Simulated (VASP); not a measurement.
A run of VASP 6.6.1 is set up as follows.

Contents of POSCAR:

```
Ba
1.0
   -2.5125000000      2.5125000000      2.5125000000
    2.5125000000     -2.5125000000      2.5125000000
    2.5125000000      2.5125000000     -2.5125000000
Ba
1
Direct
    0.0000000000      0.0000000000      0.0000000000
```

File INCAR.step1:

```
  PREC = Accurate
  ENCUT = 520
  ISMEAR = 0
  SIGMA = 0.1
  LREAL = F
  LASPH = T
  NELM = 100
  NBANDS = 11
  GGA = PE
  ALGO = Normal
  EDIFF = 1E-4
  LWAVE = T
  LCHARG = F
```

File INCAR.step2:

```
  PREC = Accurate
  ENCUT = 520
  EDIFF = 1E-6
  ISMEAR = 0
  SIGMA = 0.1
  LREAL = F
  LASPH = T
  NELM = 100
  ALGO = Normal
  ISIF = 2
  LWAVE = F
  LCHARG = T
  METAGGA = R2SCAN
  LMIXTAU = T
  LELF = T
  LVHAR = T
  NBANDS = 11
  ISTART = 1
```

KPOINTS

```
Automatic mesh
0
Gamma
  6 6 6
```

Potentials or basis: VASP PAW PBE potentials, release 64 (Ba_sv).

Run with:

```bash
$ cat potpaw_PBE.64/Ba_sv/POTCAR > POTCAR
$ cp INCAR.step1 INCAR
$ mpirun -np 1 vasp_std > vasp.out
$ cp INCAR.step2 INCAR
$ mpirun -np 1 vasp_std > vasp.out
```

Q: Predict the pressure.

A: 0.4 GPa.

Q: What does it give for the band gap on the k mesh?

A: Zero (band 5 reaches 1.95 eV, above the bottom of band 6 at 1.09 eV).

Caveat: the PAW data sets were made with another functional, which shifts forces and pressure a little; spin-orbit coupling is left out, which moves the levels of the heavy elements.
